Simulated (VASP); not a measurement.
# BAs (I-4m2) in VASP: G0W0 quasiparticle levels with PBEsol

Aim: the G0W0 quasiparticle levels of BAs with PBEsol.

Everything below comes from runs of VASP 6.6.1. Logs are shortened: lines on timing, memory, paths and dates and some standing lists are left out, and cuts for length are marked.

### 1 The cell of the first run

It takes space group I-4m2 (No. 119, tetragonal). The conventional cell has a = 3.338 Å, b = 3.338 Å, c = 4.792 Å, α = 90.00°, β = 90.00°, γ = 90.00°. B (site symmetry -4m2) has 4 As at 2.05 Å within 2.7 Å. Within 2.7 Å of As (site symmetry -4m2) lie 4 B at 2.05 Å.

### 2 G0W0 quasiparticle levels, PBEsol

File POSCAR:

```
BAs
1.0
    0.0000000000      2.3600307209      2.3961773584
    2.3600307209      0.0000000000      2.3961773584
    2.3600307209      2.3600307209      0.0000000000
B As
1 1
Direct
    0.0000000000      0.0000000000      0.0000000000
    0.2500000000      0.2500000000      0.2500000000
```

File INCAR.step1:

```
  ALGO = Normal
  EDIFF = 1E-8
  ENCUT = 500
  GGA = PS
  ISMEAR = 0
  LASPH = T
  LCHARG = F
  LREAL = F
  LWAVE = T
  NELM = 100
  PREC = Accurate
  SIGMA = 0.01
```

File INCAR.step2:

```
  ALGO = Exact
  EDIFF = 1E-8
  ENCUT = 500
  GGA = PS
  ISMEAR = 0
  ISTART = 1
  LASPH = T
  LCHARG = F
  LOPTICS = T
  LREAL = F
  LWAVE = T
  NBANDS = 64
  NELM = 1
  PREC = Accurate
  SIGMA = 0.01
```

File INCAR.step3:

```
  ALGO = EVGW0
  EDIFF = 1E-8
  ENCUT = 500
  ENCUTGW = 100.0
  GGA = PS
  ISMEAR = 0
  ISTART = 1
  LASPH = T
  LCHARG = F
  LREAL = F
  LWAVE = F
  NBANDS = 64
  NBANDSGW = 12
  NELMGW = 1
  NOMEGA = 48
  PREC = Accurate
  PRECFOCK = Fast
  SIGMA = 0.01
```

File KPOINTS:

```
k-points
0
Gamma
  4 4 4
```

Potentials or basis: VASP PAW PBE potentials, release 64 (B_GW, As_GW).

Run with:

```bash
cat potpaw_PBE.64/B_GW/POTCAR potpaw_PBE.64/As_GW/POTCAR > POTCAR
cp INCAR.step1 INCAR
mpirun -np 1 vasp_std > vasp.out
cp INCAR.step2 INCAR
mpirun -np 1 vasp_std > vasp.out
cp INCAR.step3 INCAR
mpirun -np 1 vasp_std > vasp.out
```

OUTCAR:

```text
EDIFF = 1E-8
   ENCUT = 500
   ENCUTGW = 100.0
   GGA = PS
   ISMEAR = 0
   ISTART = 1
   LASPH = T
   LREAL = F
   NELMGW = 1
   PREC = Accurate
   PRECFOCK = Fast

 ion  position               nearest neighbor table
   1  0.000  0.000  0.000-   2 2.05   2 2.05   2 2.05   2 2.05
   2  0.250  0.250  0.250-   1 2.05   1 2.05   1 2.05   1 2.05

  LATTYP: Found a body centered tetragonal cell.
 ALAT       =     3.3375874531
 C/A-ratio  =     1.4358739012

  Lattice vectors:

 A1 = (  -2.3600307209,   0.0000000000,   2.3961773584)
 A2 = (   2.3600307209,   0.0000000000,   2.3961773584)
 A3 = (   0.0000000000,   2.3600307209,  -2.3961773584)

Analysis of symmetry for initial positions (statically):
=====================================================================
 Subroutine PRICEL returns:
 Original cell was already a primitive cell.

 Routine SETGRP: Setting up the symmetry group for a
 body centered tetragonal supercell.

 Subroutine GETGRP returns: Found  8 space group operations
 (whereof  8 operations were pure point group operations)
 out of a pool of 16 trial point group operations.

The static configuration has the point symmetry D_2d.

Analysis of symmetry for dynamics (positions and initial velocities):
=====================================================================
 Subroutine PRICEL returns:
 Original cell was already a primitive cell.

 Routine SETGRP: Setting up the symmetry group for a
 body centered tetragonal supercell.

 Subroutine GETGRP returns: Found  8 space group operations
 (whereof  8 operations were pure point group operations)
 out of a pool of 16 trial point group operations.

The dynamic configuration has the point symmetry D_2d.

 Subroutine INISYM returns: Found  8 space group operations
 (whereof  8 operations are pure point group operations),
 and found     1 'primitive' translations

----------------------------------------------------------------------------------------

                                     Primitive cell

  volume of cell :      26.6922

  direct lattice vectors                    reciprocal lattice vectors
     0.000000000  2.360030721  2.396177358    -0.211861649  0.211861649  0.208665689
     2.360030721  0.000000000  2.396177358     0.211861649 -0.211861649  0.208665689
     2.360030721  2.360030721  0.000000000     0.211861649  0.211861649 -0.208665689

  length of vectors
     3.363244109  3.363244109  3.337587453     0.365119277  0.365119277  0.365119277

  position of ions in fractional coordinates (direct lattice)
     0.000000000  0.000000000  0.000000000
     0.250000000  0.250000000  0.250000000

  ion indices of the primitive-cell ions
   primitive index   ion index
                 1           1
                 2           2

----------------------------------------------------------------------------------------

 KPOINTS: k-points

Automatic generation of k-mesh.
 Grid dimensions read from file:
 generate k-points for:    4    4    4

 Generating k-lattice:

  Cartesian coordinates                     Fractional coordinates (reciprocal lattice)
    -0.052965412  0.052965412  0.052166422     0.250000000  0.000000000  0.000000000
     0.052965412 -0.052965412  0.052166422     0.000000000  0.250000000  0.000000000
     0.052965412  0.052965412 -0.052166422    -0.000000000 -0.000000000  0.250000000

  Length of vectors
     0.091279819  0.091279819  0.091279819

  Shift w.r.t. Gamma in fractional coordinates (k-lattice)
     0.000000000  0.000000000  0.000000000

 Subroutine IBZKPT returns following result:
 ===========================================

 Found     13 irreducible k-points:

 Following reciprocal coordinates:
            Coordinates               Weight
  0.000000  0.000000  0.000000      1.000000
  0.250000  0.000000  0.000000      8.000000
  0.500000  0.000000  0.000000      4.000000
  0.250000  0.250000  0.000000      2.000000
  0.500000  0.250000  0.000000      8.000000
 -0.250000  0.250000  0.000000      4.000000
  0.500000  0.500000  0.000000      1.000000
  0.250000  0.000000  0.250000      4.000000
  0.500000  0.000000  0.250000     16.000000
 -0.250000  0.000000  0.250000      8.000000
 -0.250000  0.500000  0.250000      4.000000
  0.500000  0.000000  0.500000      2.000000
 -0.250000  0.250000  0.500000      2.000000
   k-points           NKPTS =     13   k-points in BZ     NKDIM =     64   number of bands    NBANDS=     64
   number of dos      NEDOS =    301   number of ions     NIONS =      2
   total plane-waves  NPLWV =  18816
   dimension x,y,z NGX =    28 NGY =   28 NGZ =   24
   dimension x,y,z NGXF=    56 NGYF=   56 NGZF=   48
   ions per type =               1   1
   NGX,Y,Z   is equivalent  to a cutoff of  13.84, 13.84, 11.95 a.u.
   NGXF,Y,Z  is equivalent  to a cutoff of  27.68, 27.68, 23.91 a.u.
 SYSTEM =  unknown system
   PREC   = accura    normal or accurate (medium, high low for compatibility)
   ISTART =      1    job   : 0-new  1-cont  2-samecut
   ICHARG =      0    charge: 1-file 2-atom 10-const
   ISPIN  =      1    spin polarized calculation?
   LNONCOLLINEAR =      F non collinear calculations
   LSORBIT =      F    spin-orbit coupling
   LASPH  =      T    aspherical Exc in radial PAW
   ENCUT  =  500.0 eV  36.75 Ry    6.06 a.u.   6.13  6.13  6.09*2*pi/ulx,y,z
   NELM   =     60;   NELMIN=  2; NELMDL=  0     # of ELM steps
   EDIFF  = 0.1E-07   stopping-criterion for ELM
   LREAL  =      F    real-space projection
   EDIFFG = 0.1E-06   stopping-criterion for IOM
   NSW    =      0    number of steps for IOM
   IBRION =     -1    ionic relax: 0-MD 1-quasi-New 2-CG
   NFREE  =      0    steps in history (QN), initial steepest desc. (CG)
   ISIF   =      0    stress and relaxation
   ISYM   =      3    0-nonsym 1-usesym 2-fastsym
   POTIM  = 0.5000    time-step for ionic-motion
   TEBEG  =    0.0;   TEEND  =   0.0 temperature during run
   PSTRESS=    0.0 pullay stress
   NELECT =       8.0000    total number of electrons
   NUPDOWN=      -1.0000    fix difference up-down
   EMIN   =  10.00;   EMAX   =-10.00  energy-range for DOS
   EFERMI =   0.00;   METHOD = LEGACY
   ISMEAR =     0;   SIGMA  =   0.01  broadening in eV -4-tet -1-fermi 0-gaus
   EFERMI_NEDOS =   21; number of points for ismear=-14 and -15
   IALGO  =     38    algorithm
   IMIX   =      4    mixing-type and parameters
     AMIX     =   0.40;   BMIX     =  1.00
     AMIX_MAG =   1.60;   BMIX_MAG =  1.00
  volume/ion in A,a.u.               =      13.35        90.06
  Fermi-wavevector in a.u.,A,eV,Ry     =   1.095578  2.070343 16.330960  1.200292
  Thomas-Fermi vector in A             =   2.231904
   LORBIT       =      0    0 simple, 1 ext, 2 COOP (PROOUT), +10 PAW based schemes
   GGA     = PS    functional components
   LHFCALC =     T    Hartree Fock is set to
   PRECFOCK=fast      Normal, Fast or Accurate (Low or Medium for compatibility)
   ENCUT4O =  -1.0   cutoff for four orbital integrals eV
   NKREDX  =     1    reduce k-point grid by
   NKREDY  =     1    reduce k-point grid by
   NKREDZ  =     1    reduce k-point grid by
   AEXX    =    1.0000 exact exchange contribution
   HFSCREEN=    0.0000 screening length (either q_TF or 0.3 A-1)
   HFSCREENC=   0.0000 screening length for correlation (either q_TF or 0.3 A-1)
   ENCUTFOCK=  -1.0 apply spherical cutoff to Coloumb kernel
   IVDW    =     0    specifies the selected vdW correction
   LEPSILON=     F    determine dielectric tensor
   LRPA    =     F    only Hartree local field effects (RPA)
   LRPAFORCE           =     F    calculate RPA forces
   ENCUTGW             = 100.0    cutoff for response function in eV
   ENCUTGWSOFT         =  80.0    soft cutoff for Coulomb kernel in GW response function in eV
   ENCUTLF             =  -1.0    cutoff for local field effects
   NELMGW              =     1    number of iterations in solving QP/BSE equation
   NELMHF              =     1    number of iterations in the inner HF iteration
   NKREDLFX            =     1    NKREDLFY  =   1   NKREDLFZ  =   1
 non-spin polarized calculation
 Gauss-broadening in eV      SIGMA  =   0.01
  energy-cutoff  :      500.00
  volume of cell :       26.69
 maximum number of plane-waves:       692
 NGX is ok and might be reduce to    28
  NGX = 14; NGY = 14; NGZ = 14
   NGX = 13   NGY = 13   NGZ = 13
 maximum number of plane-waves:        70
 NGX is ok and might be reduce to    14

 QP shifts <psi_nk| G(iteration)W_0 |psi_nk>: iteration 1
 for sc-GW calculations column KS-energies equals QP-energies in previous step
 and V_xc(KS)=  KS-energies - (<T + V_ion + V_H > + <T+V_H+V_ion>^1  + <V_x>^1)

 k-point   1 :       0.0000    0.0000    0.0000
  band No.  KS-energies  QP-energies   sigma(KS)   V_xc(KS)     V^pw_x(r,r')   Z            occupation Imag(sigma)

      1      -9.2930      -9.9223     -12.6472     -11.7747     -19.6532       0.7213       2.0000       1.2886
      2       6.2520       5.9656     -13.0475     -12.6864     -14.3804       0.7931       2.0000       0.0778
      3       6.4036       6.1183     -13.0177     -12.6581     -14.3188       0.7935       2.0000       0.0771
      4       6.4036       6.1183     -13.0177     -12.6581     -14.3188       0.7935       2.0000       0.0771
      5       9.5714      10.0752     -10.8902     -11.5302      -6.6425       0.7872       0.0000      -0.0821
      6       9.5714      10.0752     -10.8902     -11.5302      -6.6425       0.7872       0.0000      -0.0821
      7       9.6679      10.1684     -10.8805     -11.5169      -6.6081       0.7866       0.0000      -0.0830
      8      11.2741      12.0290     -11.6398     -12.6332      -6.3516       0.7599       0.0000      -0.1300
      9      15.7747      16.1167      -8.9078      -9.3416      -3.1092       0.7883       0.0000      -0.2907
     10      19.1221      19.3483     -10.2523     -10.5429      -4.4239       0.7786       0.0000      -0.3307
     11      19.5627      19.7859     -10.2814     -10.5673      -4.3826       0.7807       0.0000      -0.3641
     12      20.2882      20.5229      -9.0015      -9.2981      -2.5573       0.7914       0.0000      -0.5874

 k-point   2 :       0.2500    0.0000    0.0000
  band No.  KS-energies  QP-energies   sigma(KS)   V_xc(KS)     V^pw_x(r,r')   Z            occupation Imag(sigma)
[... 177 lines left out ...]
      1      -4.7747      -5.1216     -12.9639     -12.4919     -18.3099       0.7350       2.0000       0.6362
      2      -1.7769      -2.4341     -13.0743     -12.1715     -17.5704       0.7281       2.0000       0.3888
      3       0.6563       0.1582     -11.9297     -11.2771     -14.7513       0.7633       2.0000       0.1623
      4       0.9759       0.4786     -12.0046     -11.3517     -14.7229       0.7616       2.0000       0.1534
      5      11.3803      11.7199     -10.3308     -10.7658      -5.3931       0.7808       0.0000      -0.1189
      6      12.2024      12.9048     -11.0918     -12.0142      -5.6513       0.7615       0.0000      -0.1545
      7      12.8717      13.1953      -9.8769     -10.2859      -4.9736       0.7912       0.0000      -0.1426
      8      13.2640      13.7250     -10.8800     -11.4805      -5.3747       0.7678       0.0000      -0.1945
      9      18.9712      19.5323     -11.2237     -11.9741      -4.2067       0.7477       0.0000      -0.5225
     10      22.2720      22.6314     -10.2987     -10.7716      -3.3377       0.7599       0.0000      -0.6680
     11      22.2851      22.9188     -11.1765     -12.0136      -4.1795       0.7570       0.0000      -0.7646
     12      25.6434      26.2237     -10.4561     -11.2218      -3.4414       0.7578       0.0000      -0.9560
```

Wall time 54 s (1 thread of AMD EPYC 7R13 (Zen 3), shared host); peak memory 0.26 GiB.

Results:

| Property | Result |
| --- | --- |
| Quasiparticle gap | 1.77 eV |
| Least direct quasiparticle gap | 3.96 eV |
| Band gap of the starting levels on the mesh | 1.16 eV |
| Least direct gap of the starting levels on the mesh | 3.17 eV |

Caveat: the k points lie up to 0.57 Å⁻¹ apart; bands, screening cutoff and mesh are small and nothing is extrapolated, so the quasiparticle values aren't converged.
